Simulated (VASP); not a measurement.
Set up this calculation in VASP 6.6.1, as the native input.

```yaml
Task: single point
Functional: PBE
Potentials_or_basis: VASP PAW PBE potentials, release 64 (Si, C)
Cutoff: 520 eV
k_mesh: 6 × 6 × 6
Occupations: gaussian, width 0.05 eV
Spin: no spin polarisation
Dipole_correction: no
Further_INCAR_settings: ALGO = Normal; EDIFF = 1e-06; NBANDS = 26
```

The structure of SiC lies in POSCAR:

```
SiC
1.0
    4.3797281854      0.0000000000      0.0000000000
    0.0000000000     -4.3797281854      0.0000000000
    0.0000000000      0.0000000000     -4.3797281854
Si C
4 4
Direct
   -0.0105458649     -0.0105458649     -0.0105458649
    0.5000000000      0.5000000000      0.0000000000
    0.5000000000      0.0000000000      0.5000000000
    0.0000000000      0.5000000000      0.5000000000
    0.7500000000      0.7500000000      0.7500000000
    0.2500000000      0.2500000000      0.7500000000
    0.2500000000      0.7500000000      0.2500000000
    0.7500000000      0.2500000000      0.2500000000
```

This cell differs from its parent crystal: atom 1 (Si) moved +0.080 Å towards its neighbour atom 5 (C) at 1.896 Å.

One way to write it, as run:

INCAR

```
PREC     = Accurate       # precision mode
ENCUT    = 520            # plane-wave cutoff, eV
EDIFF    = 1E-6           # SCF threshold, eV
ISMEAR   = 0              # smearing method
SIGMA    = 0.05           # smearing width, eV
LREAL    = False          # projectors in reciprocal space
LASPH    = True           # aspherical terms in the spheres
NELM     = 60             # most SCF steps
ALGO     = Normal         # electronic algorithm
ISIF     = 2              # what is computed and relaxed
LWAVE    = False          # write WAVECAR
LCHARG   = False          # write CHGCAR
GGA      = PE             # functional
NBANDS   = 26             # bands
```

KPOINTS

```
regular mesh
0
Gamma
  6 6 6
```

Potentials or basis: VASP PAW PBE potentials, release 64 (Si, C).

Run with:

```sh
$ cat potpaw_PBE.64/Si/POTCAR potpaw_PBE.64/C/POTCAR > POTCAR
$ mpirun -np 1 vasp_std > vasp.out
```

It gave:

```json
{"Pressure": "0.2 GPa", "Largest force": "2.201 eV/Å", "Band gap on the k mesh": "1.20 eV"}
```

Caveat: the cell differs from its parent crystal (atom 1 (Si) moved +0.080 Å towards its neighbour atom 5 (C) at 1.896 Å); forces of over 1 eV/Å act on the atoms, so gaps and moduli don't describe the material at rest.

Run time: 42 s on 1 thread of Intel(R) Xeon(R) 6975P-C (Granite Rapids), on a shared host, peak memory 0.22 GiB.
